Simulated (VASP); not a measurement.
# TiC (Imm2) in VASP: single point with PBEsol

Aim: the single point of TiC with PBEsol.

All numbers are computed with VASP 6.6.1; they aren't measurements. Logs are shortened: lines on timing, memory, paths and dates and some standing lists are left out, and cuts for length are marked.

## Step 1: The cell of the first run

The structure is orthorhombic, space group Imm2 (No. 44). Conventional cell: a = 3.060 Å, b = 4.328 Å, c = 3.060 Å, α = 90.00°, β = 90.00°, γ = 90.00°. Ti (site symmetry mm2) has 6 C at 2.03 to 2.31 Å within 2.7 Å. C (site symmetry mm2) has 6 Ti at 2.03 to 2.31 Å within 2.7 Å.

## Step 2: Single point, PBEsol (atom 1 (Ti) moved by (-0.200, +0.000) A along [1 1 0] and z)

Contents of INCAR:

```
ALGO = Normal
EDIFF = 1E-6
ENCUT = 520
GGA = PS
ISIF = 2
ISMEAR = 0
LASPH = True
LCHARG = False
LREAL = False
LWAVE = False
NBANDS = 15
NELM = 60
PREC = Accurate
SIGMA = 0.15
```

Contents of KPOINTS:

```
k-points
0
Gamma
  18 18 18
```

Contents of POSCAR:

```
TiC
1.0
    0.0000000000      2.1640000000      2.1640000000
    2.1640000000      0.0000000000      2.1640000000
    2.1640000000      2.1640000000      0.0000000000
Ti C
1 1
Direct
    0.0000000000      0.0000000000     -0.0653518282
    0.5000000000      0.5000000000      0.5000000000
```

Potentials or basis: VASP PAW PBE potentials, release 64 (Ti_sv, C).

The run is started by

```
> cat potpaw_PBE.64/Ti_sv/POTCAR potpaw_PBE.64/C/POTCAR > POTCAR
> mpirun -np 1 vasp_std > vasp.out
```

OUTCAR:

```text
EDIFF = 1E-6
   ENCUT = 520
   GGA = PS
   ISIF = 2
   ISMEAR = 0
   LASPH = True
   LREAL = False
   NELM = 60
   PREC = Accurate

 ion  position               nearest neighbor table
   1  0.000  0.000  0.935-   2 2.03   2 2.03   2 2.17   2 2.17   2 2.31   2 2.31
   2  0.500  0.500  0.500-   1 2.03   1 2.03   1 2.17   1 2.17   1 2.31   1 2.31

  LATTYP: Found a face centered cubic cell.
 ALAT       =     4.3280000000

  Lattice vectors:

 A1 = (   0.0000000000,   2.1640000000,   2.1640000000)
 A2 = (   2.1640000000,   0.0000000000,   2.1640000000)
 A3 = (   2.1640000000,   2.1640000000,   0.0000000000)

Analysis of symmetry for initial positions (statically):
=====================================================================
 Subroutine PRICEL returns:
 Original cell was already a primitive cell.

 Routine SETGRP: Setting up the symmetry group for a
 face centered cubic supercell.

 Subroutine GETGRP returns: Found  4 space group operations
 (whereof  4 operations were pure point group operations)
 out of a pool of 48 trial point group operations.

The static configuration has the point symmetry C_2v.

Analysis of symmetry for dynamics (positions and initial velocities):
=====================================================================
 Subroutine PRICEL returns:
 Original cell was already a primitive cell.

 Routine SETGRP: Setting up the symmetry group for a
 face centered cubic supercell.

 Subroutine GETGRP returns: Found  4 space group operations
 (whereof  4 operations were pure point group operations)
 out of a pool of 48 trial point group operations.

The dynamic configuration has the point symmetry C_2v.

 Subroutine INISYM returns: Found  4 space group operations
 (whereof  4 operations are pure point group operations),
 and found     1 'primitive' translations

----------------------------------------------------------------------------------------

                                     Primitive cell

  volume of cell :      20.2676

  direct lattice vectors                    reciprocal lattice vectors
     0.000000000  2.164000000  2.164000000    -0.231053604  0.231053604  0.231053604
     2.164000000  0.000000000  2.164000000     0.231053604 -0.231053604  0.231053604
     2.164000000  2.164000000  0.000000000     0.231053604  0.231053604 -0.231053604

  length of vectors
     3.060358149  3.060358149  3.060358149     0.400196582  0.400196582  0.400196582

  position of ions in fractional coordinates (direct lattice)
     0.000000000  0.000000000  0.934648172
     0.500000000  0.500000000  0.500000000

  ion indices of the primitive-cell ions
   primitive index   ion index
                 1           1
                 2           2

----------------------------------------------------------------------------------------

 KPOINTS: k-points

Automatic generation of k-mesh.
 Grid dimensions read from file:
 generate k-points for:   18   18   18

 Generating k-lattice:

  Cartesian coordinates                     Fractional coordinates (reciprocal lattice)
    -0.012836311  0.012836311  0.012836311     0.055555556  0.000000000  0.000000000
     0.012836311 -0.012836311  0.012836311     0.000000000  0.055555556  0.000000000
     0.012836311  0.012836311 -0.012836311     0.000000000  0.000000000  0.055555556

  Length of vectors
     0.022233143  0.022233143  0.022233143

  Shift w.r.t. Gamma in fractional coordinates (k-lattice)
     0.000000000  0.000000000  0.000000000

 Subroutine IBZKPT returns following result:
 ===========================================

 Found    865 irreducible k-points:

 Following reciprocal coordinates:
            Coordinates               Weight
  0.000000  0.000000  0.000000      1.000000
  0.055556  0.000000  0.000000      4.000000
  0.000000  0.000000  0.055556      4.000000
  0.111111  0.000000  0.000000      4.000000
  0.000000  0.000000  0.111111      4.000000
  0.166667  0.000000  0.000000      4.000000
[... 16 lines left out ...]
  0.000000  0.111111  0.055556      8.000000
  0.055556  0.000000  0.111111      8.000000
 [... further k-points ...]
   k-points           NKPTS =    865   k-points in BZ     NKDIM =    865   number of bands    NBANDS=     15
   number of dos      NEDOS =    301   number of ions     NIONS =      2
   total plane-waves  NPLWV =  13824
   dimension x,y,z NGX =    24 NGY =   24 NGZ =   24
   dimension x,y,z NGXF=    48 NGYF=   48 NGZF=   48
   ions per type =               1   1
   NGX,Y,Z   is equivalent  to a cutoff of  13.04, 13.04, 13.04 a.u.
   NGXF,Y,Z  is equivalent  to a cutoff of  26.07, 26.07, 26.07 a.u.
 SYSTEM =  unknown system
   PREC   = accura    normal or accurate (medium, high low for compatibility)
   ISTART =      0    job   : 0-new  1-cont  2-samecut
   ICHARG =      2    charge: 1-file 2-atom 10-const
   ISPIN  =      1    spin polarized calculation?
   LNONCOLLINEAR =      F non collinear calculations
   LSORBIT =      F    spin-orbit coupling
   LASPH  =      T    aspherical Exc in radial PAW
   ENCUT  =  520.0 eV  38.22 Ry    6.18 a.u.   5.69  5.69  5.69*2*pi/ulx,y,z
   NELM   =     60;   NELMIN=  2; NELMDL= -5     # of ELM steps
   EDIFF  = 0.1E-05   stopping-criterion for ELM
   LREAL  =      F    real-space projection
   EDIFFG = 0.1E-04   stopping-criterion for IOM
   NSW    =      0    number of steps for IOM
   IBRION =     -1    ionic relax: 0-MD 1-quasi-New 2-CG
   NFREE  =      0    steps in history (QN), initial steepest desc. (CG)
   ISIF   =      2    stress and relaxation
   ISYM   =      2    0-nonsym 1-usesym 2-fastsym
   POTIM  = 0.5000    time-step for ionic-motion
   TEBEG  =    0.0;   TEEND  =   0.0 temperature during run
   PSTRESS=    0.0 pullay stress
   NELECT =      16.0000    total number of electrons
   NUPDOWN=      -1.0000    fix difference up-down
   EMIN   =  10.00;   EMAX   =-10.00  energy-range for DOS
   EFERMI =   0.00;   METHOD = LEGACY
   ISMEAR =     0;   SIGMA  =   0.15  broadening in eV -4-tet -1-fermi 0-gaus
   EFERMI_NEDOS =   21; number of points for ismear=-14 and -15
   IALGO  =     38    algorithm
   IMIX   =      4    mixing-type and parameters
     AMIX     =   0.40;   BMIX     =  1.00
     AMIX_MAG =   1.60;   BMIX_MAG =  1.00
  volume/ion in A,a.u.               =      10.13        68.39
  Fermi-wavevector in a.u.,A,eV,Ry     =   1.513030  2.859212 31.147275  2.289260
  Thomas-Fermi vector in A             =   2.622876
   LORBIT       =      0    0 simple, 1 ext, 2 COOP (PROOUT), +10 PAW based schemes
   GGA     = PS    functional components
   LHFCALC =     F    Hartree Fock is set to
   AEXX    =    0.0000 exact exchange contribution
   IVDW    =     0    specifies the selected vdW correction
   LEPSILON=     F    determine dielectric tensor
   LRPA    =     F    only Hartree local field effects (RPA)
 non-spin polarized calculation
 Gauss-broadening in eV      SIGMA  =   0.15
  energy-cutoff  :      520.00
  volume of cell :       20.27
 maximum number of plane-waves:       568
   NGX = 11   NGY = 11   NGZ = 11

 number of electron      16.0000000 magnetization

 Free energy of the ion-electron system (eV)
  ---------------------------------------------------
  ext. energy  EPLUGINS =         0.00000000
  ---------------------------------------------------
  free energy    TOTEN  =       -19.61884031 eV

  energy without entropy =      -19.61691704  energy(sigma->0) =      -19.61787867

 E-fermi :   9.4199     XC(G=0): -12.8529

 val. band max:        9.4100385538   @ k =   0.0000   0.2778   0.2778
 cond. band min:       9.4224534758   @ k =   0.0000  -0.0556   0.0556
 fundamental gap:      0.0124149220
 Fermi energy:         9.4198681706

 k-point     1 :       0.0000    0.0000    0.0000
  band No.  band energies     occupation
      1     -46.9837      2.00000
      2     -23.1224      2.00000
      3     -23.1131      2.00000
      4     -23.1125      2.00000
      5      -3.0147      2.00000
      6       9.1155      1.99589
      7       9.2458      1.89925
      8       9.6334      0.04414
      9       9.9715      0.00000
     10      10.7862      0.00000
     11      11.9183      0.00000
     12      12.4506      0.00000
     13      12.6671      0.00000
     14      19.6545      0.00000
     15      23.1057      0.00000

 k-point     2 :       0.0556    0.0000    0.0000
  band No.  band energies     occupation
      1     -46.9814      2.00000
      2     -23.1343      2.00000
      3     -23.1197      2.00000
      4     -23.1136      2.00000
      5      -2.9438      2.00000
      6       8.7518      2.00000
      7       9.2154      1.94612
      8       9.6615      0.02275
      9      10.0406      0.00000
     10      10.6171      0.00000
     11      11.7037      0.00000
     12      12.6327      0.00000
     13      13.1959      0.00000
     14      19.7766      0.00000
     15      23.1606      0.00000

 k-point     3 :       0.0000    0.0000    0.0556
  band No.  band energies     occupation
      1     -46.9814      2.00000
      2     -23.1338      2.00000
      3     -23.1187      2.00000
      4     -23.1146      2.00000
      5      -2.9445      2.00000
      6       8.8243      2.00000
      7       9.2585      1.87193
      8       9.3742      1.33333
      9      10.0701      0.00000
     10      10.6975      0.00000
     11      11.8395      0.00000
     12      12.8241      0.00000
     13      12.9294      0.00000
     14      19.7904      0.00000
     15      23.1458      0.00000

 k-point     4 :       0.1111    0.0000    0.0000
  band No.  band energies     occupation
      1     -46.9748      2.00000
      2     -23.1802      2.00000
      3     -23.1253      2.00000
      4     -23.1181      2.00000
      5      -2.7345      2.00000
      6       8.1341      2.00000
      7       8.8861      2.00000
      8       9.5122      0.38400
      9      10.1519      0.00000
     10      10.4616      0.00000
     11      11.5220      0.00000
     12      13.3433      0.00000
     13      13.9249      0.00000
     14      20.0844      0.00000
     15      23.2709      0.00000
[... 307 lines left out ...]
 k-point    22 :       0.1111    0.0556    0.0000
  band No.  band energies     occupation
      1     -46.9755      2.00000
      2     -23.1699      2.00000
      3     -23.1239      2.00000
      4     -23.1233      2.00000
      5      -2.7613      2.00000
      6       8.1701      2.00000
      7       8.9561      1.99999
      8       9.4573      0.72448
      9      10.1537      0.00000
     10      10.5567      0.00000
     11      11.5811      0.00000
     12      13.2049      0.00000
     13      13.8115      0.00000
     14      20.0994      0.00000
     15      23.2782      0.00000

 k-point    23 :       0.0000    0.1111    0.0556
  band No.  band energies     occupation
      1     -46.9755      2.00000
      2     -23.1658      2.00000
      3     -23.1313      2.00000
      4     -23.1208      2.00000
      5      -2.7589      2.00000
      6       8.2387      2.00000
      7       8.9073      2.00000
      8       9.4747      0.60523
      9       9.9732      0.00000
     10      10.5941      0.00000
     11      11.9104      0.00000
     12      12.8224      0.00000
     13      13.9739      0.00000
     14      20.0913      0.00000
     15      23.2729      0.00000

 k-point    24 :       0.0556    0.0000    0.1111
  band No.  band energies     occupation
      1     -46.9755      2.00000
      2     -23.1640      2.00000
      3     -23.1307      2.00000
      4     -23.1219      2.00000
      5      -2.7609      2.00000
      6       8.3362      2.00000
      7       8.8421      2.00000
      8       9.1445      1.99058
      9      10.0284      0.00000
     10      10.7910      0.00000
     11      12.0479      0.00000
     12      12.9239      0.00000
     13      13.7817      0.00000
     14      20.1304      0.00000
     15      23.2295      0.00000

 [... further k-points ...]
[... 5 lines left out ...]
  --------------------------------------------------------------------------------------
  -------------------------------------------------------------------------------------
  Total        0.1189875      0.1189875     -0.6785587     -0.3633446      0.0000000      0.0000000
  in kB        9.4061139      9.4061139    -53.6409247    -28.7228534      0.0000000      0.0000000
  external PRESSURE =     -11.6095656 kB  Pullay stress =       0.0000000 kB

 VOLUME and BASIS-vectors are now :
 -----------------------------------------------------------------------------
  energy-cutoff  :      520.00
  volume of cell :       20.27
      direct lattice vectors                 reciprocal lattice vectors
     0.000000000  2.164000000  2.164000000    -0.231053604  0.231053604  0.231053604
     2.164000000  0.000000000  2.164000000     0.231053604 -0.231053604  0.231053604
     2.164000000  2.164000000  0.000000000     0.231053604  0.231053604 -0.231053604

 POSITION                                       TOTAL-FORCE (eV/Angst)
 -----------------------------------------------------------------------------------
      2.02258      2.02258      0.00000         1.226239      1.226239      0.000000
      2.16400      2.16400      2.16400        -1.226239     -1.226239     -0.000000
 -----------------------------------------------------------------------------------
    total drift:                                0.000056      0.000056      0.000000

  FREE ENERGIE OF THE ION-ELECTRON SYSTEM (eV)
  ---------------------------------------------------
  free  energy   TOTEN  =       -19.6188403100 eV

  energy  without entropy=      -19.6169170376  energy(sigma->0) =      -19.61787867
```

Wall time 1.7 min (1 thread of Intel Xeon 6975P-C (Granite Rapids), shared host); peak memory 0.36 GiB.

Results:

| Item | Value |
| --- | --- |
| Free energy | -19.6188 eV |
| Pressure | -1.2 GPa |
| Largest force | 1.734 eV/Å |
| Band gap on the k mesh | zero (band 8 reaches 9.76 eV, above the bottom of band 9 at 9.41 eV) |

Forces in eV/Å, atoms in the order of the input:
```
Ti   1.226  1.226  0.000
C   -1.226 -1.226  0.000
```

Stress tensor (GPa, compression positive):
```
 0.94 -2.87  0.00
-2.87  0.94  0.00
 0.00  0.00 -5.36
```

Caveat: the cell differs from its parent crystal (atom 1 (Ti) moved by (-0.200, +0.000) A along [1 1 0] and z); the PAW data sets were made with another functional, which shifts forces and pressure a little.
